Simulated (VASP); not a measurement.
# CoW3 (P4/mmm) in VASP: a series of runs

The runs below take CoW3 through single point, with PBEsol.

All numbers are computed with VASP 6.6.1; they aren't measurements. Logs are shortened: lines on timing, memory, paths and dates and some standing lists are left out, and cuts for length are marked.

**1. The cell of the first run**

The structure is tetragonal, space group P4/mmm (No. 123). The conventional cell has a = 3.955 Å, b = 3.955 Å, c = 3.665 Å, α = 90.00°, β = 90.00°, γ = 90.00°. Co (site symmetry 4/mmm) has 12 W at 2.70 to 2.80 Å and 2 Co at 3.67 Å within 3.7 Å. Within 3.7 Å of W (site symmetry mmm) lie 4 Co at 2.70 Å and 10 W at 2.70 to 3.67 Å. W (site symmetry 4/mmm) has 10 W at 2.70 to 3.67 Å and 4 Co at 2.80 Å within 3.7 Å.

**2. Single point, PBEsol (strain +0.025 along x and y, -0.050 along z)**

INCAR

```
ALGO = Fast
EDIFF = 1E-6
ENCUT = 520
GGA = PS
ISIF = 2
ISMEAR = 0
LASPH = True
LCHARG = False
LREAL = False
LWAVE = False
NBANDS = 34
NELM = 80
PREC = Accurate
SIGMA = 0.15
```

KPOINTS

```
k-points
0
Gamma
  12 12 12
```

POSCAR

```
CoW3
1.0
    3.9547011012      0.0000000000      0.0000000000
    0.0000000000      3.9547011012      0.0000000000
    0.0000000000      0.0000000000      3.6653327280
Co W
1 3
Direct
    0.0000000000      0.0000000000      0.0000000000
    0.0000000000      0.5000000000      0.5000000000
    0.5000000000      0.0000000000      0.5000000000
    0.5000000000      0.5000000000      0.0000000000
```

Potentials or basis: VASP PAW PBE potentials, release 64 (Co, W_sv).

The run is started by

```bash
cat potpaw_PBE.64/Co/POTCAR potpaw_PBE.64/W_sv/POTCAR > POTCAR
mpirun -np 1 vasp_std > vasp.out
```

OUTCAR:

```text
EDIFF = 1E-6
   ENCUT = 520
   GGA = PS
   ISIF = 2
   ISMEAR = 0
   LASPH = True
   LREAL = False
   NELM = 80
   PREC = Accurate

 ion  position               nearest neighbor table
   1  0.000  0.000  0.000-   2 2.70   3 2.70   2 2.70   3 2.70   2 2.70   2 2.70   3 2.70   3 2.70
                             4 2.80   4 2.80   4 2.80   4 2.80
   2  0.000  0.500  0.500-   1 2.70   4 2.70   1 2.70   4 2.70   1 2.70   1 2.70   4 2.70   4 2.70
                             3 2.80   3 2.80   3 2.80   3 2.80
   3  0.500  0.000  0.500-   1 2.70   4 2.70   1 2.70   4 2.70   4 2.70   4 2.70   1 2.70   1 2.70
                             2 2.80   2 2.80   2 2.80   2 2.80
   4  0.500  0.500  0.000-   2 2.70   3 2.70   2 2.70   3 2.70   3 2.70   3 2.70   2 2.70   2 2.70
                             1 2.80   1 2.80   1 2.80   1 2.80

  LATTYP: Found a simple tetragonal cell.
 ALAT       =     3.9547011012
 C/A-ratio  =     0.9268292683

  Lattice vectors:

 A1 = (   3.9547011012,   0.0000000000,   0.0000000000)
 A2 = (   0.0000000000,   3.9547011012,   0.0000000000)
 A3 = (   0.0000000000,   0.0000000000,   3.6653327280)

Analysis of symmetry for initial positions (statically):
=====================================================================
 Subroutine PRICEL returns:
 Original cell was already a primitive cell.

 Routine SETGRP: Setting up the symmetry group for a
 simple tetragonal supercell.

 Subroutine GETGRP returns: Found 16 space group operations
 (whereof 16 operations were pure point group operations)
 out of a pool of 16 trial point group operations.

The static configuration has the point symmetry D_4h.

Analysis of symmetry for dynamics (positions and initial velocities):
=====================================================================
 Subroutine PRICEL returns:
 Original cell was already a primitive cell.

 Routine SETGRP: Setting up the symmetry group for a
 simple tetragonal supercell.

 Subroutine GETGRP returns: Found 16 space group operations
 (whereof 16 operations were pure point group operations)
 out of a pool of 16 trial point group operations.

The dynamic configuration has the point symmetry D_4h.

 Subroutine INISYM returns: Found 16 space group operations
 (whereof 16 operations are pure point group operations),
 and found     1 'primitive' translations

----------------------------------------------------------------------------------------

                                     Primitive cell

[... 96 lines left out ...]
   EDIFFG = 0.1E-04   stopping-criterion for IOM
   NSW    =      0    number of steps for IOM
   IBRION =     -1    ionic relax: 0-MD 1-quasi-New 2-CG
   NFREE  =      0    steps in history (QN), initial steepest desc. (CG)
   ISIF   =      2    stress and relaxation
   ISYM   =      2    0-nonsym 1-usesym 2-fastsym
   POTIM  = 0.5000    time-step for ionic-motion
   TEBEG  =    0.0;   TEEND  =   0.0 temperature during run
   PSTRESS=    0.0 pullay stress
   NELECT =      51.0000    total number of electrons
   NUPDOWN=      -1.0000    fix difference up-down
   EMIN   =  10.00;   EMAX   =-10.00  energy-range for DOS
   EFERMI =   0.00;   METHOD = LEGACY
   ISMEAR =     0;   SIGMA  =   0.15  broadening in eV -4-tet -1-fermi 0-gaus
   EFERMI_NEDOS =   21; number of points for ismear=-14 and -15
   IALGO  =     68    algorithm
   IMIX   =      4    mixing-type and parameters
     AMIX     =   0.40;   BMIX     =  1.00
     AMIX_MAG =   1.60;   BMIX_MAG =  1.00
  volume/ion in A,a.u.               =      14.33        96.71
  Fermi-wavevector in a.u.,A,eV,Ry     =   1.574531  2.975433 33.730869  2.479149
  Thomas-Fermi vector in A             =   2.675652
   LORBIT       =      0    0 simple, 1 ext, 2 COOP (PROOUT), +10 PAW based schemes
   GGA     = PS    functional components
   LHFCALC =     F    Hartree Fock is set to
   AEXX    =    0.0000 exact exchange contribution
   IVDW    =     0    specifies the selected vdW correction
   LEPSILON=     F    determine dielectric tensor
   LRPA    =     F    only Hartree local field effects (RPA)
 non-spin polarized calculation
 RMM-DIIS sequential band-by-band and
 Gauss-broadening in eV      SIGMA  =   0.15
  energy-cutoff  :      520.00
  volume of cell :       57.32
 maximum number of plane-waves:      1570
 NGX is ok and might be reduce to    30
   NGX = 15   NGY = 15   NGZ = 13

 number of electron      50.9999996 magnetization

 Free energy of the ion-electron system (eV)
  ---------------------------------------------------
  ext. energy  EPLUGINS =         0.00000000
  ---------------------------------------------------
  free energy    TOTEN  =       -48.14328578 eV

  energy without entropy =      -48.08939387  energy(sigma->0) =      -48.11633982

 E-fermi :  10.8834     XC(G=0): -13.8224

 val. band max:       10.8832442536   @ k =   0.3333   0.1667   0.4167
 cond. band min:      10.8842138806   @ k =   0.5000   0.3333   0.4167
 fundamental gap:      0.0009696270
 Fermi energy:        10.8834170178

 k-point     1 :       0.0000    0.0000    0.0000
  band No.  band energies     occupation
      1     -62.7713      2.00000
      2     -62.6308      2.00000
      3     -62.5026      2.00000
      4     -27.5361      2.00000
      5     -27.5361      2.00000
      6     -27.4964      2.00000
[... 877 lines left out ...]
     33      14.4164      0.00000
     34      15.0298      0.00000

 [... further k-points ...]

------------------------ aborting loop because EDIFF is reached ----------------------------------------

  FORCE on cell =-STRESS in cart. coord.  units (eV):
  Direction    XX          YY          ZZ          XY          YZ          ZX
  --------------------------------------------------------------------------------------
  -------------------------------------------------------------------------------------
  Total        0.4994834      0.4994834      0.6267050      0.0000000     -0.0000000      0.0000000
  in kB       13.9601764     13.9601764     17.5159221      0.0000000     -0.0000000      0.0000000
  external PRESSURE =      15.1454250 kB  Pullay stress =       0.0000000 kB

 VOLUME and BASIS-vectors are now :
 -----------------------------------------------------------------------------
  energy-cutoff  :      520.00
  volume of cell :       57.32
      direct lattice vectors                 reciprocal lattice vectors
     3.954701101  0.000000000  0.000000000     0.252863611  0.000000000  0.000000000
     0.000000000  3.954701101  0.000000000     0.000000000  0.252863611  0.000000000
     0.000000000  0.000000000  3.665332728     0.000000000  0.000000000  0.272826527

 POSITION                                       TOTAL-FORCE (eV/Angst)
 -----------------------------------------------------------------------------------
      0.00000      0.00000      0.00000         0.000000      0.000000      0.000000
      0.00000      1.97735      1.83267         0.000000      0.000000      0.000000
      1.97735      0.00000      1.83267         0.000000      0.000000      0.000000
      1.97735      1.97735      0.00000         0.000000      0.000000      0.000000
 -----------------------------------------------------------------------------------
    total drift:                                0.000000      0.000000     -0.000000

  FREE ENERGIE OF THE ION-ELECTRON SYSTEM (eV)
  ---------------------------------------------------
  free  energy   TOTEN  =       -48.1432857799 eV

  energy  without entropy=      -48.0893938685  energy(sigma->0) =      -48.11633982
```

Run time: 3.7 min. Hardware: 1 thread of Intel Xeon 6975P-C (Granite Rapids), shared host; peak memory 0.4 GiB.

What came out:

* Free energy: -48.1433 eV
* Pressure: 1.5 GPa
* Band gap on the k mesh: zero (an odd number of electrons rules out a gap without spin polarisation)

Caveat: the cell differs from its parent crystal (strain +0.025 along x and y, -0.050 along z); the PAW data sets were made with another functional, which shifts forces and pressure a little; spin-orbit coupling is left out, which moves the levels of the heavy elements; the run has no spin polarisation, though such a crystal can be magnetic. Spin polarisation is off, so any magnetic state and its effect on volume and gap are missing.

**3. Single point, PBEsol (strain +0.050 along x and y, -0.050 along z)**

INCAR

```
SYSTEM = CoW3
PREC = Accurate
ENCUT = 520
EDIFF = 1E-7
ISMEAR = 0
SIGMA = 0.15
LREAL = .FALSE.
LASPH = .TRUE.
NELM = 60
ALGO = Fast
ISIF = 2
LWAVE = .FALSE.
LCHARG = .FALSE.
GGA = PS
NBANDS = 34
```

KPOINTS

```
regular mesh
0
G
  12 12 12
  0 0 0
```

POSCAR: that of step 2 with these lines changed.

```diff
@@ -2,4 +2,4 @@
 1.0
-    3.9547011012      0.0000000000      0.0000000000
-    0.0000000000      3.9547011012      0.0000000000
+    4.0511572256      0.0000000000      0.0000000000
+    0.0000000000      4.0511572256      0.0000000000
     0.0000000000      0.0000000000      3.6653327280
```

Potentials or basis: VASP PAW PBE potentials, release 64 (Co, W_sv).

The run is started by

```bash
cat potpaw_PBE.64/Co/POTCAR potpaw_PBE.64/W_sv/POTCAR > POTCAR
mpirun -np 1 vasp_std > vasp.out
```

OUTCAR:

```text
SYSTEM = CoW3
   PREC = Accurate
   ENCUT = 520
   EDIFF = 1E-7
   ISMEAR = 0
   LREAL = .FALSE.
   LASPH = .TRUE.
   NELM = 60
   ISIF = 2
   GGA = PS

 ion  position               nearest neighbor table
   1  0.000  0.000  0.000-   2 2.73   3 2.73   2 2.73   3 2.73   2 2.73   2 2.73   3 2.73   3 2.73
                             4 2.86   4 2.86   4 2.86   4 2.86
   2  0.000  0.500  0.500-   1 2.73   4 2.73   1 2.73   4 2.73   1 2.73   1 2.73   4 2.73   4 2.73
                             3 2.86   3 2.86   3 2.86   3 2.86
   3  0.500  0.000  0.500-   1 2.73   4 2.73   1 2.73   4 2.73   4 2.73   4 2.73   1 2.73   1 2.73
                             2 2.86   2 2.86   2 2.86   2 2.86
   4  0.500  0.500  0.000-   2 2.73   3 2.73   2 2.73   3 2.73   3 2.73   3 2.73   2 2.73   2 2.73
[... 1093 lines left out ...]
  -------------------------------------------------------------------------------------
  Total       -4.2495652     -4.2495652     -4.7064568      0.0000000      0.0000000      0.0000000
  in kB     -113.1835945   -113.1835945   -125.3525157      0.0000000      0.0000000      0.0000000
  external PRESSURE =    -117.2399016 kB  Pullay stress =       0.0000000 kB

 VOLUME and BASIS-vectors are now :
 -----------------------------------------------------------------------------
  energy-cutoff  :      520.00
  volume of cell :       60.15
      direct lattice vectors                 reciprocal lattice vectors
     4.051157226  0.000000000  0.000000000     0.246843049  0.000000000  0.000000000
     0.000000000  4.051157226  0.000000000     0.000000000  0.246843049  0.000000000
     0.000000000  0.000000000  3.665332728     0.000000000  0.000000000  0.272826527

 POSITION                                       TOTAL-FORCE (eV/Angst)
 -----------------------------------------------------------------------------------
      0.00000      0.00000      0.00000         0.000000      0.000000      0.000000
      0.00000      2.02558      1.83267         0.000000      0.000000      0.000000
      2.02558      0.00000      1.83267         0.000000      0.000000      0.000000
      2.02558      2.02558      0.00000         0.000000      0.000000      0.000000
 -----------------------------------------------------------------------------------
    total drift:                                0.000000      0.000000     -0.000000

  FREE ENERGIE OF THE ION-ELECTRON SYSTEM (eV)
  ---------------------------------------------------
  free  energy   TOTEN  =       -48.0509181592 eV

  energy  without entropy=      -47.9918989518  energy(sigma->0) =      -48.02140856
```

Run time: 3.9 min. Hardware: 1 thread of Intel Xeon 6975P-C (Granite Rapids), shared host; peak memory 0.42 GiB.

Results:

* Free energy: -48.0509 eV
* Pressure: -11.7 GPa
* Band gap on the k mesh: zero (an odd number of electrons rules out a gap without spin polarisation)

Levels at points of the mesh, in eV from the Fermi level:
```tsv
k point	band 22	band 23	band 24	band 25	band 26	band 27	band 28	band 29
(0.00, 0.00, 0.00)	-0.57	-0.01	0.53	2.27	2.27	2.69	2.81	2.81
(0.50, 0.00, 0.00)	-1.71	-1.18	-0.46	0.28	0.30	0.30	0.91	1.53
(0.50, 0.50, 0.00)	-1.69	-1.69	-1.62	-1.01	0.44	0.44	0.62	0.62
(0.00, 0.00, 0.50)	-1.97	-0.77	-0.10	-0.10	0.66	0.95	1.21	1.21
(0.50, 0.00, 0.50)	-2.00	-1.98	-1.76	-0.86	0.49	0.56	1.24	1.27
(0.50, 0.50, 0.50)	-0.74	-0.19	-0.19	0.35	0.44	0.44	1.03	2.02
```

Caveat: the cell differs from its parent crystal (strain +0.050 along x and y, -0.050 along z); the cell stands under tension; the PAW data sets were made with another functional, which shifts forces and pressure a little; spin-orbit coupling is left out, which moves the levels of the heavy elements; the run has no spin polarisation, though such a crystal can be magnetic.

(Continued in part 2 of 2.)
